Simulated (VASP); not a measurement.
Crystal: ZnF2.

```xyz
6
Lattice="4.7048 0.0000 0.0000 0.0000 4.7048 0.0000 0.0000 0.0000 3.1338" Properties=species:S:1:pos:R:3 pbc="T T T"
Zn    0.0000    0.0000    0.0000
Zn    2.3524    2.3524    1.5669
F     1.4227    1.4227    0.0000
F     0.9297    3.7751    1.5669
F     3.2821    3.2821    0.0000
F     3.7751    0.9297    1.5669
```

- Program: VASP 6.6.1
- Task: relaxation of volume and atoms at fixed shape
- Functional: PBE
- Potentials or basis: VASP PAW PBE potentials, release 64 (Zn, F)
- Cutoff: 600 eV
- k mesh: 5 × 5 × 7
- Occupations: fermi-dirac, width 0.01 eV
- Spin: no spin polarisation

At the start: pressure 6.4 GPa; volume 11.56 Å³/atom.

**Question.** How do energy, volume and symmetry change on relaxing?

**Answer.** Over 7 steps the energy falls by 12.7 meV/atom and the volume is 12.24 Å³/atom (+5.9 %); space group P4_2/mnm (No. 136, to 0.1 Å) before and after.

Step by step:
```tsv
step	energy change (eV)	largest force (eV/Å)	pressure (GPa)	volume (Å³)
1	0.0000	0.0123	6.38	69.37
2	-0.0712	0.0921	-1.10	74.09
3	-0.0740	0.0795	0.01	73.27
4	-0.0740	0.0807	-0.10	73.35
5	-0.0750	0.0546	-0.11	73.38
6	-0.0758	0.0171	-0.09	73.43
7	-0.0759	0.0014	-0.10	73.44
```

Final structure:
```xyz
6
Lattice="4.7952 0.0000 0.0000 0.0000 4.7952 0.0000 0.0000 0.0000 3.1940" Properties=species:S:1:pos:R:3 pbc="T T T"
Zn    4.7952    0.0000    3.1940
Zn    2.3976    2.3976    1.5970
F     1.4589    1.4589    0.0000
F     0.9387    3.8565    1.5970
F     3.3363    3.3363    3.1940
F     3.8565    0.9387    1.5970
```
